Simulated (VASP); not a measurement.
# Mg (P6_3/mmc) in VASP: electric field gradients with PBE

Aim: the electric field gradients of Mg with PBE.

Program: VASP 6.6.1. These are calculated values, not measurements. Logs are shortened: lines on timing, memory, paths and dates and some standing lists are left out, and cuts for length are marked.

**1. The cell of the first run**

The structure is hexagonal, space group P6_3/mmc (No. 194). The conventional cell has a = 3.207 Å, b = 3.207 Å, c = 5.163 Å, α = 90.00°, β = 90.00°, γ = 120.00°. Within 4.2 Å of Mg (site symmetry -6m2) lie 12 Mg at 3.18 to 3.21 Å.

**2. Electric field gradients, PBE**

INCAR

```
PREC = Accurate
ENCUT = 520
EDIFF = 1E-8
ISMEAR = -1
SIGMA = 0.15
LREAL = F
LASPH = T
NELM = 100
ALGO = Normal
ISIF = 2
LWAVE = F
LCHARG = F
GGA = PE
LEFG = T
NBANDS = 9
```

KPOINTS

```
regular mesh
0
Gamma
  15 15 8
```

POSCAR

```
Mg
1.0
    3.2071272454      0.0000000000      0.0000000000
   -1.6035636227      2.7774536677      0.0000000000
    0.0000000000      0.0000000000      5.1634531938
Mg
2
Direct
    0.3333333333      0.6666666667      0.2500000000
    0.6666666667      0.3333333333      0.7500000000
```

Potentials or basis: VASP PAW PBE potentials, release 64 (Mg).

Started as:

```sh
$ cat potpaw_PBE.64/Mg/POTCAR > POTCAR
$ mpirun -np 1 vasp_std > vasp.out
```

OUTCAR:

```text
PREC = Accurate
   ENCUT = 520
   EDIFF = 1E-8
   ISMEAR = -1
   LREAL = F
   LASPH = T
   NELM = 100
   ISIF = 2
   GGA = PE

 ion  position               nearest neighbor table
   1  0.333  0.667  0.250-   2 3.18   2 3.18   2 3.18   2 3.18   2 3.18   2 3.18
   2  0.667  0.333  0.750-   1 3.18   1 3.18   1 3.18   1 3.18   1 3.18   1 3.18

  LATTYP: Found a hexagonal cell.
 ALAT       =     3.2071272454
 C/A-ratio  =     1.6099932428

  Lattice vectors:

 A1 = (   3.2071272454,   0.0000000000,   0.0000000000)
 A2 = (  -1.6035636227,   2.7774536677,   0.0000000000)
 A3 = (   0.0000000000,   0.0000000000,   5.1634531938)

Analysis of symmetry for initial positions (statically):
=====================================================================
 Subroutine PRICEL returns:
 Original cell was already a primitive cell.

 Routine SETGRP: Setting up the symmetry group for a
 hexagonal supercell.

 Subroutine GETGRP returns: Found 24 space group operations
 (whereof 12 operations were pure point group operations)
 out of a pool of 24 trial point group operations.

The static configuration has the point symmetry D_3d.
 The point group associated with its full space group is D_6h.

Analysis of symmetry for dynamics (positions and initial velocities):
=====================================================================
 Subroutine PRICEL returns:
 Original cell was already a primitive cell.

 Routine SETGRP: Setting up the symmetry group for a
 hexagonal supercell.

 Subroutine GETGRP returns: Found 24 space group operations
 (whereof 12 operations were pure point group operations)
 out of a pool of 24 trial point group operations.

The dynamic configuration has the point symmetry D_3d.
 The point group associated with its full space group is D_6h.

 Subroutine INISYM returns: Found 24 space group operations
 (whereof 12 operations are pure point group operations),
 and found     1 'primitive' translations

----------------------------------------------------------------------------------------

                                     Primitive cell

  volume of cell :      45.9942

  direct lattice vectors                    reciprocal lattice vectors
     3.207127245  0.000000000  0.000000000     0.311805527  0.180021005  0.000000000
    -1.603563623  2.777453668  0.000000000     0.000000000  0.360042010  0.000000000
     0.000000000  0.000000000  5.163453194     0.000000000  0.000000000  0.193668842

  length of vectors
     3.207127245  3.207127245  5.163453194     0.360042010  0.360042010  0.193668842

  position of ions in fractional coordinates (direct lattice)
     0.333333333  0.666666667  0.250000000
     0.666666667  0.333333333  0.750000000

  ion indices of the primitive-cell ions
   primitive index   ion index
                 1           1
                 2           2

----------------------------------------------------------------------------------------

 KPOINTS: regular mesh

Automatic generation of k-mesh.
 Grid dimensions read from file:
 generate k-points for:   15   15    8

 Generating k-lattice:

  Cartesian coordinates                     Fractional coordinates (reciprocal lattice)
     0.020787035  0.012001400  0.000000000     0.066666667 -0.000000000  0.000000000
     0.000000000  0.024002801  0.000000000     0.000000000  0.066666667  0.000000000
     0.000000000  0.000000000  0.024208605     0.000000000  0.000000000  0.125000000

  Length of vectors
     0.024002801  0.024002801  0.024208605

  Shift w.r.t. Gamma in fractional coordinates (k-lattice)
     0.000000000  0.000000000  0.000000000

 Subroutine IBZKPT returns following result:
 ===========================================

 Found    135 irreducible k-points:

 Following reciprocal coordinates:
            Coordinates               Weight
  0.000000  0.000000  0.000000      1.000000
  0.066667  0.000000  0.000000      6.000000
  0.133333  0.000000  0.000000      6.000000
  0.200000  0.000000  0.000000      6.000000
  0.266667  0.000000  0.000000      6.000000
  0.333333  0.000000  0.000000      6.000000
[... 16 lines left out ...]
  0.333333  0.200000  0.000000     12.000000
  0.400000  0.200000  0.000000      6.000000
 [... further k-points ...]
   k-points           NKPTS =    135   k-points in BZ     NKDIM =    135   number of bands    NBANDS=      9
   number of dos      NEDOS =    301   number of ions     NIONS =      2
   total plane-waves  NPLWV =  23040
   dimension x,y,z NGX =    24 NGY =   24 NGZ =   40
   dimension x,y,z NGXF=    48 NGYF=   48 NGZF=   80
   ions per type =               2
   NGX,Y,Z   is equivalent  to a cutoff of  12.44, 12.44, 12.88 a.u.
   NGXF,Y,Z  is equivalent  to a cutoff of  24.88, 24.88, 25.76 a.u.
 SYSTEM =  unknown system
   PREC   = accura    normal or accurate (medium, high low for compatibility)
   ISTART =      0    job   : 0-new  1-cont  2-samecut
   ICHARG =      2    charge: 1-file 2-atom 10-const
   ISPIN  =      1    spin polarized calculation?
   LNONCOLLINEAR =      F non collinear calculations
   LSORBIT =      F    spin-orbit coupling
   LASPH  =      T    aspherical Exc in radial PAW
   ENCUT  =  520.0 eV  38.22 Ry    6.18 a.u.   5.96  5.96  9.60*2*pi/ulx,y,z
   NELM   =    100;   NELMIN=  2; NELMDL= -5     # of ELM steps
   EDIFF  = 0.1E-07   stopping-criterion for ELM
   LREAL  =      F    real-space projection
   EDIFFG = 0.1E-06   stopping-criterion for IOM
   NSW    =      0    number of steps for IOM
   IBRION =     -1    ionic relax: 0-MD 1-quasi-New 2-CG
   NFREE  =      0    steps in history (QN), initial steepest desc. (CG)
   ISIF   =      2    stress and relaxation
   ISYM   =      2    0-nonsym 1-usesym 2-fastsym
   POTIM  = 0.5000    time-step for ionic-motion
   TEBEG  =    0.0;   TEEND  =   0.0 temperature during run
   PSTRESS=    0.0 pullay stress
   NELECT =       4.0000    total number of electrons
   NUPDOWN=      -1.0000    fix difference up-down
   EMIN   =  10.00;   EMAX   =-10.00  energy-range for DOS
   EFERMI =   0.00;   METHOD = LEGACY
   ISMEAR =    -1;   SIGMA  =   0.15  broadening in eV -4-tet -1-fermi 0-gaus
   EFERMI_NEDOS =   21; number of points for ismear=-14 and -15
   IALGO  =     38    algorithm
   IMIX   =      4    mixing-type and parameters
     AMIX     =   0.40;   BMIX     =  1.00
     AMIX_MAG =   1.60;   BMIX_MAG =  1.00
  volume/ion in A,a.u.               =      23.00       155.19
  Fermi-wavevector in a.u.,A,eV,Ry     =   0.725316  1.370648  7.157792  0.526083
  Thomas-Fermi vector in A             =   1.816007
   LORBIT       =      0    0 simple, 1 ext, 2 COOP (PROOUT), +10 PAW based schemes
   GGA     = PE    functional components
[... 5 lines left out ...]
 non-spin polarized calculation
  energy-cutoff  :      520.00
  volume of cell :       45.99
 maximum number of plane-waves:      1272
 NGX is ok and might be reduce to    24
   NGX = 11   NGY = 11   NGZ = 19

 number of electron       4.0000000 magnetization

 Free energy of the ion-electron system (eV)
  ---------------------------------------------------
  ext. energy  EPLUGINS =         0.00000000
  ---------------------------------------------------
  free energy    TOTEN  =        -3.04392969 eV

  energy without entropy =       -2.98302852  energy(sigma->0) =       -3.01347910

 E-fermi :   2.6254     XC(G=0):  -8.4855

 val. band max:        2.6194377516   @ k =   0.3333   0.1333   0.1250
 cond. band min:       2.6383725710   @ k =   0.2667   0.2667   0.2500
 fundamental gap:      0.0189348194
 Fermi energy:         2.6254265106

 k-point     1 :       0.0000    0.0000    0.0000
  band No.  band energies     occupation
      1      -4.2998      2.00000
      2       0.9870      1.99996
      3       1.4603      1.99915
      4      13.4651      0.00000
      5      13.4651      0.00000
      6      13.5549      0.00000
      7      13.5549      0.00000
      8      14.4845      0.00000
      9      15.9412      0.00000

 k-point     2 :       0.0667    0.0000    0.0000
  band No.  band energies     occupation
      1      -4.2129      2.00000
      2       1.0664      1.99994
      3       1.5448      1.99851
      4      11.7086      0.00000
      5      12.4894      0.00000
      6      13.3024      0.00000
      7      14.6561      0.00000
      8      15.2871      0.00000
      9      16.3743      0.00000
[... 253 lines left out ...]
 k-point    24 :       0.4000    0.2000    0.0000
  band No.  band energies     occupation
      1       1.0137      1.99996
      2       1.0236      1.99995
      3       4.5111      0.00001
      4       5.8194      0.00000
      5       6.2066      0.00000
      6       6.4433      0.00000
      7       7.7672      0.00000
      8       9.6894      0.00000
      9      10.7745      0.00000

 [... further k-points ...]

------------------------ aborting loop because EDIFF is reached ----------------------------------------

  FORCE on cell =-STRESS in cart. coord.  units (eV):
  Direction    XX          YY          ZZ          XY          YZ          ZX
  --------------------------------------------------------------------------------------
  -------------------------------------------------------------------------------------
  Total       -0.0358249     -0.0358249     -0.0354815      0.0000000      0.0000000     -0.0000000
  in kB       -1.2479349     -1.2479349     -1.2359738      0.0000000      0.0000000     -0.0000000
  external PRESSURE =      -1.2439478 kB  Pullay stress =       0.0000000 kB

 VOLUME and BASIS-vectors are now :
 -----------------------------------------------------------------------------
  energy-cutoff  :      520.00
  volume of cell :       45.99
      direct lattice vectors                 reciprocal lattice vectors
     3.207127245  0.000000000  0.000000000     0.311805527  0.180021005  0.000000000
    -1.603563623  2.777453668  0.000000000     0.000000000  0.360042010  0.000000000
     0.000000000  0.000000000  5.163453194     0.000000000  0.000000000  0.193668842

 POSITION                                       TOTAL-FORCE (eV/Angst)
 -----------------------------------------------------------------------------------
     -0.00000      1.85164      1.29086        -0.000000      0.000000      0.000000
      1.60356      0.92582      3.87259         0.000000     -0.000000      0.000000
 -----------------------------------------------------------------------------------
    total drift:                                0.000000     -0.000000      0.000000

  FREE ENERGIE OF THE ION-ELECTRON SYSTEM (eV)
  ---------------------------------------------------
  free  energy   TOTEN  =        -3.0439296862 eV

  energy  without entropy=       -2.9830285217  energy(sigma->0) =       -3.01347910

 Electric field gradients (V/A^2)
---------------------------------------------------------------------
 ion       V_xx      V_yy      V_zz      V_xy      V_xz      V_yz
---------------------------------------------------------------------
   1      -0.099    -0.099     0.198    -0.000    -0.000     0.000
   2      -0.099    -0.099     0.198    -0.000     0.000    -0.000
---------------------------------------------------------------------

 Electric field gradients after diagonalization (V/A^2)
 (convention: |V_zz| > |V_xx| > |V_yy|)
----------------------------------------------------------------------
 ion       V_xx      V_yy      V_zz     asymmetry (V_yy - V_xx)/ V_zz
----------------------------------------------------------------------
   1      -0.099    -0.099     0.198       0.000
   2      -0.099    -0.099     0.198       0.000
----------------------------------------------------------------------

           NMR quadrupolar parameters

 Cq : quadrupolar parameter    Cq=e*Q*V_zz/h
 eta: asymmetry parameters     (V_yy - V_xx)/ V_zz
 Q  : nuclear electric quadrupole moment in mb (millibarn)
----------------------------------------------------------------------
 ion       Cq(MHz)       eta       Q (mb)
----------------------------------------------------------------------
   1       0.000       0.000       1.000
   2       0.000       0.000       1.000
----------------------------------------------------------------------
```

Wall time 31 s (1 thread of AMD EPYC 7R13 (Zen 3), shared host); peak memory 0.16 GiB.

What came out:

```yaml
Free_energy: -3.0439 eV
Pressure: -0.1 GPa
Band_gap_on_the_k_mesh: zero (bands 2 and 3 overlap by 2.07 eV)
Largest_electric_field_gradient_by_atom: Mg +0.20 V/Å²
```

Caveat: without QUAD_EFG the Cq values of the log hold for a quadrupole moment of 1 mb, not for the nuclei.
